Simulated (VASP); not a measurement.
Runs of VASP 6.6.1 on CaF2. The structure is that of space group Fm-3m (No. 225), or close to it. The cells are those of the table. 

```csv
task,cell,k mesh,smearing,gap on the mesh (eV),pressure (GPa)
single point,"a = 3.761 Å, angles 60.0°, 3 atoms",8 × 8 × 8,gaussian 0.01 eV,8.44,7.7
relaxation of cell and atoms,"relaxed to 7 GPa from a = 3.846 Å, angles 60.0°, 3 atoms",8 × 8 × 8,gaussian 0.01 eV,8.40,7.0
relaxation of cell and atoms,"relaxed to 2 GPa from a = 3.846 Å, angles 60.0°, 3 atoms",8 × 8 × 8,gaussian 0.01 eV,8.12,2.0
single point,"a = 3.819 Å, angles 60.0°, 3 atoms",8 × 8 × 8,gaussian 0.01 eV,(a),2.5
single point,"a = 3.846 Å, angles 60.0°, 3 atoms",14 × 14 × 14,fermi-dirac 0.05 eV,8.03,0.4
single point,"a = 3.794 Å, angles 60.0°, 3 atoms",8 × 8 × 8,gaussian 0.01 eV,8.27,4.6
relaxation of cell and atoms,"relaxed to 1 GPa from a = 3.846 Å, angles 60.0°, 3 atoms",8 × 8 × 8,gaussian 0.01 eV,(b),1.0
relaxation of cell and atoms,"relaxed to 10 GPa from a = 3.846 Å, angles 60.0°, 3 atoms",8 × 8 × 8,gaussian 0.01 eV,8.55,10.0
```

Alike in all rows: level r2SCAN; potentials or basis VASP PAW PBE potentials, release 64 (Ca_sv, F); no spin polarisation; cutoff (eV) 660.

Problem. Fill in the values left out.

Solution. (a) 8.16; (b) 8.06.

Caveats: the PAW data sets were made with another functional, which shifts forces and pressure a little; the cell is relaxed towards a set pressure, so the run minimises the enthalpy, not the energy (at least some runs); the cell stands under pressure (at least some runs).

A k mesh can miss the band edges.
